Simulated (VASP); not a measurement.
Input of a VASP 6.6.1 run:

INCAR

```
  PREC = Accurate
  ENCUT = 520
  EDIFF = 1E-6
  ISMEAR = -1
  SIGMA = 0.03
  LREAL = F
  LASPH = T
  NELM = 60
  ALGO = Normal
  ISIF = 2
  LWAVE = F
  LCHARG = T
  GGA = PS
  LELF = T
  LVHAR = T
  NBANDS = 26
```

Contents of KPOINTS:

```
Automatic mesh
0
Gamma
  8 8 5
```

POSCAR

```
ZnS
1.0
    3.8109987816      0.0000000000      0.0000000000
   -1.9054993908      3.3004217586      0.0000000000
    0.0000000000      0.0000000000      6.0469800000
Zn S
2 2
Direct
    0.3333333333      0.6666666667      0.0000000000
    0.6666666667      0.3333333333      0.5000000000
    0.3333333333      0.6666666667      0.3850000000
    0.6666666667      0.3333333333      0.8850000000
```

Potentials or basis: VASP PAW PBE potentials, release 64 (Zn, S).

The run is started by

```bash
$ cat potpaw_PBE.64/Zn/POTCAR potpaw_PBE.64/S/POTCAR > POTCAR
$ mpirun -np 1 vasp_std > vasp.out
```

(1) Predict the band gap on the k mesh.

(2) Estimate the pressure.

(3) Predict the largest force.

Results:

(1) 2.21 eV, direct.

(2) 1.2 GPa.

(3) 0.149 eV/Å.

Caveat: the cell differs from its parent crystal (zz strain of -3 %); the PAW data sets were made with another functional, which shifts forces and pressure a little.
